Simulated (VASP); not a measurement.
# WSe2 in VASP: notebook

WSe2 is run at these levels: PBEsol; tasks: single point.

All numbers are computed with VASP 6.6.1; they aren't measurements. Logs are shortened: lines on timing, memory, paths and dates and some standing lists are left out, and cuts for length are marked.

## Step 1: The cell of the first run

The cell holds a slab with vacuum, 3 atoms: a = 3.401 Å, b = 3.401 Å, c = 16.661 Å, α = 90.00°, β = 90.00°, γ = 120.00°.

## Step 2: Single point, PBEsol

INCAR

```
ALGO = Normal
EDIFF = 1E-6
ENCUT = 520
GGA = PS
ISIF = 2
ISMEAR = 0
LASPH = T
LCHARG = F
LREAL = F
LWAVE = F
NBANDS = 20
NELM = 100
PREC = Accurate
SIGMA = 0.05
```

KPOINTS

```
k-points
0
Gamma
  9 9 2
```

POSCAR

```
WSe2
1.0
    3.4010209378      0.0000000000      0.0000000000
   -1.7005104689      2.9453705310      0.0000000000
    0.0000000000      0.0000000000     16.6611439352
W Se
1 2
Direct
    0.0000000000      0.0000000000     -0.0010312947
    0.3333333333      0.6666666667      0.1015995001
    0.3333333333      0.6666666667      0.9008012955
```

Potentials or basis: VASP PAW PBE potentials, release 64 (W_sv, Se).

Command:

```sh
$ cat potpaw_PBE.64/W_sv/POTCAR potpaw_PBE.64/Se/POTCAR > POTCAR
$ mpirun -np 1 vasp_std > vasp.out
```

OUTCAR:

```text
EDIFF = 1E-6
   ENCUT = 520
   GGA = PS
   ISIF = 2
   ISMEAR = 0
   LASPH = T
   LREAL = F
   NELM = 100
   PREC = Accurate

 ion  position               nearest neighbor table
   1  0.000  0.000  0.999-   3 2.56   3 2.56   3 2.56   2 2.60   2 2.60   2 2.60
   2  0.333  0.667  0.102-   1 2.60   1 2.60   1 2.60
   3  0.333  0.667  0.901-   1 2.56   1 2.56   1 2.56

  LATTYP: Found a hexagonal cell.
 ALAT       =     3.4010209378
 C/A-ratio  =     4.8988654407

  Lattice vectors:

 A1 = (   3.4010209378,   0.0000000000,   0.0000000000)
 A2 = (  -1.7005104689,   2.9453705310,   0.0000000000)
 A3 = (   0.0000000000,   0.0000000000,  16.6611439352)

Analysis of symmetry for initial positions (statically):
=====================================================================
 Subroutine PRICEL returns:
 Original cell was already a primitive cell.

 Routine SETGRP: Setting up the symmetry group for a
 hexagonal supercell.

 Subroutine GETGRP returns: Found  6 space group operations
 (whereof  6 operations were pure point group operations)
 out of a pool of 24 trial point group operations.

The static configuration has the point symmetry C_3v.

Analysis of symmetry for dynamics (positions and initial velocities):
=====================================================================
 Subroutine PRICEL returns:
 Original cell was already a primitive cell.

 Routine SETGRP: Setting up the symmetry group for a
 hexagonal supercell.

 Subroutine GETGRP returns: Found  6 space group operations
 (whereof  6 operations were pure point group operations)
 out of a pool of 24 trial point group operations.

The dynamic configuration has the point symmetry C_3v.

 Subroutine INISYM returns: Found  6 space group operations
 (whereof  6 operations are pure point group operations),
 and found     1 'primitive' translations

----------------------------------------------------------------------------------------

                                     Primitive cell

  volume of cell :     166.8991

  direct lattice vectors                    reciprocal lattice vectors
     3.401020938  0.000000000  0.000000000     0.294029357  0.169757928  0.000000000
    -1.700510469  2.945370531  0.000000000     0.000000000  0.339515857  0.000000000
     0.000000000  0.000000000 16.661143935     0.000000000  0.000000000  0.060019888

  length of vectors
     3.401020938  3.401020938 16.661143935     0.339515857  0.339515857  0.060019888

  position of ions in fractional coordinates (direct lattice)
     0.000000000  0.000000000  0.998968705
     0.333333333  0.666666667  0.101599500
     0.333333333  0.666666667  0.900801296

  ion indices of the primitive-cell ions
   primitive index   ion index
                 1           1
                 2           2
                 3           3

----------------------------------------------------------------------------------------

 KPOINTS: k-points

Automatic generation of k-mesh.
 Grid dimensions read from file:
 generate k-points for:    9    9    2

 Generating k-lattice:

  Cartesian coordinates                     Fractional coordinates (reciprocal lattice)
     0.032669929  0.018861992  0.000000000     0.111111111  0.000000000  0.000000000
     0.000000000  0.037723984  0.000000000     0.000000000  0.111111111  0.000000000
     0.000000000  0.000000000  0.030009944     0.000000000  0.000000000  0.500000000

  Length of vectors
     0.037723984  0.037723984  0.030009944

  Shift w.r.t. Gamma in fractional coordinates (k-lattice)
     0.000000000  0.000000000  0.000000000

 Subroutine IBZKPT returns following result:
 ===========================================

 Found     24 irreducible k-points:

 Following reciprocal coordinates:
            Coordinates               Weight
  0.000000  0.000000  0.000000      1.000000
  0.111111  0.000000  0.000000      6.000000
  0.222222  0.000000  0.000000      6.000000
  0.333333  0.000000  0.000000      6.000000
  0.444444  0.000000  0.000000      6.000000
  0.111111  0.111111  0.000000      6.000000
[... 16 lines left out ...]
  0.333333  0.222222  0.500000     12.000000
  0.333333  0.333333  0.500000      2.000000
   k-points           NKPTS =     24   k-points in BZ     NKDIM =     24   number of bands    NBANDS=     20
   number of dos      NEDOS =    301   number of ions     NIONS =      3
   total plane-waves  NPLWV =  98784
   dimension x,y,z NGX =    28 NGY =   28 NGZ =  126
   dimension x,y,z NGXF=    56 NGYF=   56 NGZF=  252
   ions per type =               1   2
   NGX,Y,Z   is equivalent  to a cutoff of  13.69, 13.69, 12.57 a.u.
   NGXF,Y,Z  is equivalent  to a cutoff of  27.37, 27.37, 25.14 a.u.
 SYSTEM =  unknown system
   PREC   = accura    normal or accurate (medium, high low for compatibility)
   ISTART =      0    job   : 0-new  1-cont  2-samecut
   ICHARG =      2    charge: 1-file 2-atom 10-const
   ISPIN  =      1    spin polarized calculation?
   LNONCOLLINEAR =      F non collinear calculations
   LSORBIT =      F    spin-orbit coupling
   LASPH  =      T    aspherical Exc in radial PAW
   ENCUT  =  520.0 eV  38.22 Ry    6.18 a.u.   6.32  6.32 30.98*2*pi/ulx,y,z
   NELM   =    100;   NELMIN=  2; NELMDL= -5     # of ELM steps
   EDIFF  = 0.1E-05   stopping-criterion for ELM
   LREAL  =      F    real-space projection
   EDIFFG = 0.1E-04   stopping-criterion for IOM
   NSW    =      0    number of steps for IOM
   IBRION =     -1    ionic relax: 0-MD 1-quasi-New 2-CG
   NFREE  =      0    steps in history (QN), initial steepest desc. (CG)
   ISIF   =      2    stress and relaxation
   ISYM   =      2    0-nonsym 1-usesym 2-fastsym
   POTIM  = 0.5000    time-step for ionic-motion
   TEBEG  =    0.0;   TEEND  =   0.0 temperature during run
   PSTRESS=    0.0 pullay stress
   NELECT =      26.0000    total number of electrons
   NUPDOWN=      -1.0000    fix difference up-down
   EMIN   =  10.00;   EMAX   =-10.00  energy-range for DOS
   EFERMI =   0.00;   METHOD = LEGACY
   ISMEAR =     0;   SIGMA  =   0.05  broadening in eV -4-tet -1-fermi 0-gaus
   EFERMI_NEDOS =   21; number of points for ismear=-14 and -15
   IALGO  =     38    algorithm
   IMIX   =      4    mixing-type and parameters
     AMIX     =   0.40;   BMIX     =  1.00
     AMIX_MAG =   1.60;   BMIX_MAG =  1.00
  volume/ion in A,a.u.               =      55.63       375.43
  Fermi-wavevector in a.u.,A,eV,Ry     =   0.880876  1.664614 10.557330  0.775942
  Thomas-Fermi vector in A             =   2.001295
   LORBIT       =      0    0 simple, 1 ext, 2 COOP (PROOUT), +10 PAW based schemes
   GGA     = PS    functional components
   LHFCALC =     F    Hartree Fock is set to
   AEXX    =    0.0000 exact exchange contribution
   IVDW    =     0    specifies the selected vdW correction
   LEPSILON=     F    determine dielectric tensor
   LRPA    =     F    only Hartree local field effects (RPA)
 non-spin polarized calculation
 Gauss-broadening in eV      SIGMA  =   0.05
  energy-cutoff  :      520.00
  volume of cell :      166.90
 maximum number of plane-waves:      4523
 NGX is ok and might be reduce to    28
   NGX = 13   NGY = 13   NGZ = 61

 number of electron      26.0000000 magnetization

 Free energy of the ion-electron system (eV)
  ---------------------------------------------------
  ext. energy  EPLUGINS =         0.00000000
  ---------------------------------------------------
  free energy    TOTEN  =       -23.06049365 eV

  energy without entropy =      -23.06049365  energy(sigma->0) =      -23.06049365

 E-fermi :  -0.8102     XC(G=0):  -4.6919

 val. band max:       -1.2045592247   @ k =   0.3333   0.3333   0.5000
 cond. band min:       0.1064982287   @ k =   0.3333   0.3333   0.5000
 fundamental gap:      1.3110574534
 Fermi energy:        -0.8102034993

 k-point     1 :       0.0000    0.0000    0.0000
  band No.  band energies     occupation
      1     -75.3289      2.00000
      2     -39.4938      2.00000
      3     -39.4459      2.00000
      4     -39.4459      2.00000
      5     -15.5988      2.00000
      6     -14.3996      2.00000
[... 12 lines left out ...]
     19       3.8994      0.00000
     20       3.9356      0.00000

 k-point     2 :       0.1111    0.0000    0.0000
  band No.  band energies     occupation
      1     -75.3282      2.00000
      2     -39.4904      2.00000
      3     -39.4647      2.00000
      4     -39.4504      2.00000
      5     -15.4393      2.00000
      6     -14.3208      2.00000
[... 12 lines left out ...]
     19       4.1673      0.00000
     20       4.3314      0.00000

 k-point     3 :       0.2222    0.0000    0.0000
  band No.  band energies     occupation
      1     -75.3264      2.00000
      2     -39.5121      2.00000
      3     -39.4815      2.00000
      4     -39.4617      2.00000
      5     -15.0029      2.00000
      6     -14.1066      2.00000
[... 12 lines left out ...]
     19       4.7767      0.00000
     20       5.1883      0.00000

 k-point     4 :       0.3333    0.0000    0.0000
  band No.  band energies     occupation
      1     -75.3243      2.00000
      2     -39.5654      2.00000
      3     -39.4745      2.00000
      4     -39.4714      2.00000
      5     -14.4295      2.00000
      6     -13.8305      2.00000
[... 12 lines left out ...]
     19       5.1966      0.00000
     20       5.5786      0.00000

 k-point     5 :       0.4444    0.0000    0.0000
  band No.  band energies     occupation
      1     -75.3229      2.00000
      2     -39.5999      2.00000
      3     -39.4828      2.00000
      4     -39.4648      2.00000
      5     -13.9895      2.00000
      6     -13.6227      2.00000
[... 12 lines left out ...]
     19       5.6413      0.00000
     20       5.8015      0.00000
[... 353 lines left out ...]
      6     -13.5599      2.00000
[... 12 lines left out ...]
     19       6.2055      0.00000
     20       6.6283      0.00000

 k-point    22 :       0.2222    0.2222    0.5000
  band No.  band energies     occupation
      1     -75.3234      2.00000
      2     -39.5687      2.00000
      3     -39.5005      2.00000
      4     -39.4670      2.00000
      5     -14.1559      2.00000
      6     -13.6912      2.00000
[... 12 lines left out ...]
     19       5.8356      0.00000
     20       5.9941      0.00000

 k-point    23 :       0.3333    0.2222    0.5000
  band No.  band energies     occupation
      1     -75.3224      2.00000
      2     -39.5812      2.00000
      3     -39.5209      2.00000
      4     -39.4620      2.00000
      5     -13.8098      2.00000
      6     -13.5158      2.00000
[... 12 lines left out ...]
     19       5.9706      0.00000
     20       6.9427      0.00000

 k-point    24 :       0.3333    0.3333    0.5000
  band No.  band energies     occupation
      1     -75.3220      2.00000
      2     -39.5655      2.00000
      3     -39.5482      2.00000
      4     -39.4602      2.00000
      5     -13.6909      2.00000
      6     -13.4470      2.00000
[... 12 lines left out ...]
     19       4.9644      0.00000
     20       7.4115      0.00000

------------------------ aborting loop because EDIFF is reached ----------------------------------------

  FORCE on cell =-STRESS in cart. coord.  units (eV):
  Direction    XX          YY          ZZ          XY          YZ          ZX
  --------------------------------------------------------------------------------------
  -------------------------------------------------------------------------------------
  Total       -3.9929779     -3.9929779     -2.4265827     -0.0000000      0.0000000      0.0000000
  in kB      -38.3312895    -38.3312895    -23.2944045     -0.0000000      0.0000000      0.0000000
  external PRESSURE =     -33.3189945 kB  Pullay stress =       0.0000000 kB

 VOLUME and BASIS-vectors are now :
 -----------------------------------------------------------------------------
  energy-cutoff  :      520.00
  volume of cell :      166.90
      direct lattice vectors                 reciprocal lattice vectors
     3.401020938  0.000000000  0.000000000     0.294029357  0.169757928  0.000000000
    -1.700510469  2.945370531  0.000000000     0.000000000  0.339515857  0.000000000
     0.000000000  0.000000000 16.661143935     0.000000000  0.000000000  0.060019888

 POSITION                                       TOTAL-FORCE (eV/Angst)
 -----------------------------------------------------------------------------------
      0.00000      0.00000     16.64396         0.000000      0.000000      0.920008
     -0.00000      1.96358      1.69276        -0.000000      0.000000     -1.171900
     -0.00000      1.96358     15.00838         0.000000     -0.000000      0.251893
 -----------------------------------------------------------------------------------
    total drift:                                0.000000     -0.000000     -0.000497

  FREE ENERGIE OF THE ION-ELECTRON SYSTEM (eV)
  ---------------------------------------------------
  free  energy   TOTEN  =       -23.0604936539 eV

  energy  without entropy=      -23.0604936539  energy(sigma->0) =      -23.06049365
```

Run time: 86 s. Hardware: 1 thread of AMD EPYC 7R13 (Zen 3), shared host; peak memory 0.29 GiB.

Results:

| Property | Result |
| --- | --- |
| Free energy | -23.0605 eV |
| Largest force | 1.172 eV/Å |
| Band gap on the k mesh | 1.31 eV, direct |

Forces in eV/Å, atoms in the order of the input:
```
W    0.000  0.000  0.920
Se   0.000  0.000 -1.172
Se   0.000  0.000  0.252
```

Caveat: the PAW data sets were made with another functional, which shifts forces and pressure a little; spin-orbit coupling is left out, which moves the levels of the heavy elements.

## Step 3: Single point, PBEsol

INCAR

```
SYSTEM = WSe2
ALGO     = Normal         ! electronic algorithm
EDIFF    = 1E-7           ! SCF threshold, eV
ENCUT    = 520            ! plane-wave cutoff, eV
GGA      = PS             ! functional
ISIF     = 2              ! what is computed and relaxed
ISMEAR   = 0              ! smearing method
LASPH    = .TRUE.         ! aspherical terms in the spheres
LCHARG   = .FALSE.        ! write CHGCAR
LREAL    = .FALSE.        ! projectors in reciprocal space
LWAVE    = .FALSE.        ! write WAVECAR
NBANDS   = 20             ! bands
NELM     = 80             ! most SCF steps
PREC     = Accurate       ! precision mode
SIGMA    = 0.05           ! smearing width, eV
```

KPOINTS

```
k-points
0
G
  9 9 2
  0 0 0
```

POSCAR

```
WSe2
1.0
    3.4010209378      0.0000000000      0.0000000000
   -1.7005104689      2.9453705310      0.0000000000
    0.0000000000      0.0000000000     16.6611439352
W Se
1 2
Direct
    0.0000000000      0.0000000000     -0.0030938842
    0.3333333333      0.6666666667      0.1040002956
    0.3333333333      0.6666666667      0.9032020910
```

Potentials or basis: VASP PAW PBE potentials, release 64 (W_sv, Se).

Command:

```sh
$ cat potpaw_PBE.64/W_sv/POTCAR potpaw_PBE.64/Se/POTCAR > POTCAR
$ mpirun -np 1 vasp_std > vasp.out
```

Wall time 1.7 min (1 thread of AMD EPYC 7R13 (Zen 3), shared host); peak memory 0.29 GiB.

The run converged. Its results:

* Free energy: -22.9240 eV
* Largest force: 2.745 eV/Å
* Band gap on the k mesh: 1.24 eV, indirect (least direct gap 1.32 eV)

Forces in eV/Å, atoms in the order of the input:
```
W    0.000  0.000  2.745
Se   0.000  0.000 -1.930
Se   0.000  0.000 -0.815
```

Levels at points of the mesh, in eV from the valence-band top:
| k point | band 11 | band 12 | band 13 | band 14 | band 15 | band 16 |
| --- | --- | --- | --- | --- | --- | --- |
| (0.00, 0.00, 0.00) | -1.24 | -1.24 | 0.00 | 2.45 | 2.45 | 3.14 |
| (0.00, 0.00, 0.50) | -1.24 | -1.24 | 0.00 | 2.45 | 2.45 | 3.14 |

Caveat: the PAW data sets were made with another functional, which shifts forces and pressure a little; spin-orbit coupling is left out, which moves the levels of the heavy elements.
